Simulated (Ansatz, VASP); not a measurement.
**CuO, level by level in two programs**

```
Cu O
1.0
     2.87950    0.00000    0.00000
     0.03907    2.87928    0.00000
     0.01750    0.01724    5.17634
Cu O
2 2
Direct
  0.00000 0.50000 0.00000
  0.50000 0.00000 0.50000
  0.99842 0.00167 0.74989
  0.00158 0.99833 0.25011
```

Single points on this cell with VASP 6.6.1 and Ansatz 0.2.0. Each row is one pair of runs. Alike in all rows: spin: off; k mesh: 9 × 9 × 5; smearing: fermi-dirac, width 0.05 eV.

| level | VASP's potentials, cutoff | Ansatz's potentials, cutoff | gap on the k mesh at the Fermi level (eV), VASP | gap on the k mesh at the Fermi level (eV), Ansatz | pressure (GPa), VASP | pressure (GPa), Ansatz | rms of the force components (eV/Å), VASP | rms of the force components (eV/Å), Ansatz |
| --- | --- | --- | --- | --- | --- | --- | --- | --- |
| PBEsol | VASP PAW PBE potentials, release 64 (Cu_sv_GW, O), 700 eV | Ansatz PAW, 420 eV | none | none | -4.5 | -2.0 | 0.005 | 0.005 |
| PBE | VASP PAW PBE potentials, release 64 (Cu_sv_GW, O), 700 eV | Ansatz PAW, 420 eV | none | none | 3.0 | 5.8 | 0.005 | 0.005 |
| r2SCAN | VASP PAW PBE potentials, release 64 (Cu, O), 520 eV | Ansatz PAW, 500 eV | none | none | 0.2 | -0.7 | 0.005 | 0.005 |

Pressure (GPa): the two programs differ by at most 2.8; rms of the force components (eV/Å): the two programs differ by at most 0.0003.

VASP's potentials hold 34 valence electrons a cell and Ansatz's 50 in some rows, so a difference there can come from the potentials and not from the codes.

A gap of «none» marks a metal or a gap that the smearing closes.
